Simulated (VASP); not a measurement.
Here is a VASP 6.6.1 calculation.

INCAR

```
ALGO     = Normal         # electronic algorithm
EDIFF    = 1E-7           # SCF threshold, eV
ENCUT    = 520            # plane-wave cutoff, eV
GGA      = PE             # functional
ISIF     = 2              # what is computed and relaxed
ISMEAR   = -1             # smearing method
LASPH    = T              # aspherical terms in the spheres
LCHARG   = T              # write CHGCAR
LELF     = T              # ELF
LREAL    = F              # projectors in reciprocal space
LVHAR    = T            
LWAVE    = F              # write WAVECAR
NBANDS   = 10             # bands
NELM     = 100            # most SCF steps
PREC     = Accurate       # precision mode
SIGMA    = 0.13605693000000002 # smearing width, eV
```

File KPOINTS:

```
k-points
0
Gamma
  8 8 8
```

File POSCAR:

```
Al
1.0
    0.0000000000      3.0259598985      3.0259598985
    3.0259598985      0.0000000000      3.0259598985
    3.0259598985      3.0259598985      0.0000000000
Al
2
Direct
    0.0000000000      0.0000000000      0.0000000000
    0.2500000000      0.2500000000      0.2500000000
```

Potentials or basis: VASP PAW PBE potentials, release 64 (Al).

The run is started by

```bash
$ cat potpaw_PBE.64/Al/POTCAR > POTCAR
$ mpirun -np 1 vasp_std > vasp.out
```

(1) Predict the pressure.

(2) What does it give for the band gap on the k mesh?

## Answers

(1) 0.0 GPa.

(2) zero (band 3 reaches 4.86 eV, above the bottom of band 4 at 1.40 eV).
